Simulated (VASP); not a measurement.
Runs of VASP 6.6.1 on W. The structure is that of space group Im-3m (No. 229), or close to it. The cells are those of the table. 

| cell | gap on the mesh (eV) | pressure (GPa) |
| --- | --- | --- |
| a = 2.652 Å, angles 110.2, 110.2, 108.1°, 1 atom | none | (b) |
| a = 2.675 Å, angles 108.8, 108.8, 110.9°, 1 atom | none | 35.6 |
| a = 2.721 Å, angles 108.1, 108.1, 112.2°, 1 atom | none | 15.8 |
| a = 2.744 Å, angles 110.8, 110.8, 106.7°, 1 atom | none | 7.1 |
| a = 2.744 Å, angles 108.8, 108.8, 110.8°, 1 atom | none | (a) |

Alike in all rows: task single point; level PBE; potentials or basis VASP PAW PBE potentials, release 64 (W_sv); no spin polarisation; k mesh 20 × 20 × 20; cutoff (eV) 520; smearing fermi-dirac 0.4 eV.

Q: Estimate the missing entries.

A: (a) 6.6; (b) 47.6.

Caveats: spin-orbit coupling is left out, which moves the levels of the heavy elements.

A k mesh can miss the band edges, and the runs leave out spin-orbit coupling on W.

A gap of «none» marks levels without a gap at the run's occupations.
